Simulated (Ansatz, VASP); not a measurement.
## Two plane-wave programs on AlCu3

```xyz
4
Lattice="0.0000 2.8494 2.8494 2.8494 0.0000 2.8494 2.8494 2.8494 0.0000" Properties=species:S:1:pos:R:3 pbc="T T T"
Al    0.0000    0.0000    0.0000
Cu    2.8494    2.8494    2.8494
Cu    1.4247    1.4247    1.4247
Cu    4.2741    4.2741    4.2741
```

Alike in both runs: task single point; functional LDA; k mesh 14 × 14 × 14; occupations gaussian, width 0.15 eV; no spin polarisation.

|  | VASP | Ansatz |
| --- | --- | --- |
| version | VASP 6.6.1 | Ansatz 0.2.0 |
| potentials or method | VASP PAW LDA potentials, release 64 (Al, Cu), cutoff 520 eV | scalar-relativistic, plane waves, PAW |
| valence electrons in the cell | 36 | 60 |

Ansatz gave:

```
gap on the k mesh at the Fermi level (eV) : none
pressure (GPa)                            : 0.1
```

Question: Which values does VASP return?

Answer: gap on the k mesh at the Fermi level (eV): none; pressure (GPa): 0.7.

Ansatz warns that its potentials were made for another functional, while VASP's fit it. LDA's correlation is that of Perdew and Zunger in VASP and of Perdew and Wang (1992) in Ansatz. A gap of «none» marks a metal or a gap that the smearing closes. VASP's potentials hold 36 valence electrons a cell and Ansatz's 60, so a difference there can come from the potentials and not from the codes.
